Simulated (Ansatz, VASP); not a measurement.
## Si in VASP and in Ansatz

```xyz
2
Lattice="0.0000 2.7885 2.7885 2.7885 0.0000 2.7885 2.7885 2.7885 0.0000" Properties=species:S:1:pos:R:3 pbc="T T T"
Si    4.1827    4.1827    4.1827
Si    2.7885    2.7885    2.7885
```

Alike in both runs: task single point; functional PBE; k mesh 10 × 10 × 10; occupations gaussian, width 0.02 eV; no spin polarisation.

|  | VASP | Ansatz |
| --- | --- | --- |
| version | VASP 6.6.1 | Ansatz 0.2.0 |
| potentials or method | VASP PAW PBE potentials, release 64 (Si), cutoff 500 eV | scalar-relativistic, plane waves, PAW |
| valence electrons in the cell | 8 | 8 |

VASP gave:

| Item | Value |
| --- | --- |
| gap on the k mesh at the Fermi level (eV) | 0.71 |
| least direct gap on the mesh (eV) | 2.39 |
| pressure (GPa) | -4.6 |

**Question.** Estimate Ansatz's values.

**Answer.** gap on the k mesh at the Fermi level (eV): 0.71; least direct gap on the mesh (eV): 2.39; pressure (GPa): -4.5.
